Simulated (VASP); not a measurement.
CoO: single point with PBEsol

Crystal: CoO.

```
Co O
1.0
     1.60222    0.92504    5.13294
    -1.60222    0.92504    5.13294
     0.00000   -1.85008    5.13294
Co O
2 2
Direct
  0.99949 0.99949 0.99949
  0.49949 0.49949 0.49949
  0.37550 0.37550 0.37550
  0.87553 0.87553 0.87553
```

- Program: VASP 6.6.1
- Task: single point
- Functional: PBEsol
- Potentials or basis: VASP PAW PBE potentials, release 64 (Co, O)
- Cutoff: 520 eV
- k mesh: 6 × 6 × 6
- Occupations: gaussian, width 0.1 eV
- Spin: collinear spin, antiferromagnetic start
- Starting moments: [-3.0, 3.0, 0.0, 0.0] μB
- Dipole correction: no
- Further INCAR settings: ALGO = Normal; EDIFF = 1e-07; NBANDS = 27

- Pressure: -10.0 GPa
- Largest force: 0.099 eV/Å
- Band gap on the k mesh: zero (filled and empty bands overlap)
- Net moment: 0.00 μB per cell
- Site moments: Co -2.16, +2.16; O -0.15, +0.15 μB
- Valence electrons inside the program's atomic spheres: Co 8.02; O 4.96

Forces in eV/Å, atoms in the order of the input:
```
Co   0.000  0.000 -0.095
Co   0.000  0.000 -0.098
O    0.000  0.000  0.099
O    0.000  0.000  0.093
```

Stress tensor (GPa, compression positive):
```
 -9.39   0.00   0.00
  0.00  -9.39   0.00
  0.00   0.00 -11.34
```

Levels at points of the mesh, in eV from the Fermi level:
Spin up:
```csv
k point,band 13,band 14,band 15,band 16,band 17,band 18
"(0.00, 0.00, 0.00)",-0.95,-0.20,-0.20,0.06,1.55,1.86
"(0.50, 0.00, 0.00)",-1.41,-0.31,-0.19,0.06,0.50,0.97
"(0.50, 0.50, 0.00)",-1.46,-0.47,-0.41,0.04,0.79,1.06
"(0.50, 0.50, 0.50)",-1.17,0.10,0.10,0.75,1.82,1.82
```
Spin down:
```csv
k point,band 13,band 14,band 15,band 16,band 17,band 18
"(0.00, 0.00, 0.00)",-0.95,-0.20,-0.20,0.06,1.55,1.86
"(0.50, 0.00, 0.00)",-1.41,-0.31,-0.19,0.06,0.50,0.97
"(0.50, 0.50, 0.00)",-1.46,-0.47,-0.41,0.05,0.79,1.06
"(0.50, 0.50, 0.50)",-1.17,0.10,0.10,0.75,1.82,1.82
```

Wall time 3.2 min on 1 thread of Intel(R) Xeon(R) Platinum 8375C CPU @ 2.90GHz (Ice Lake) (shared host), peak memory 0.33 GiB.

Caveat: the k points lie up to 0.38 Å⁻¹ apart; the PAW data sets were made with another functional, which shifts forces and pressure a little; semilocal functionals often make such compounds metallic where correlation or magnetic order opens a gap, which also shifts bond lengths. With open d or f shells a metallic result of PBEsol can be an artefact of self-interaction; +U or a hybrid may open a gap.
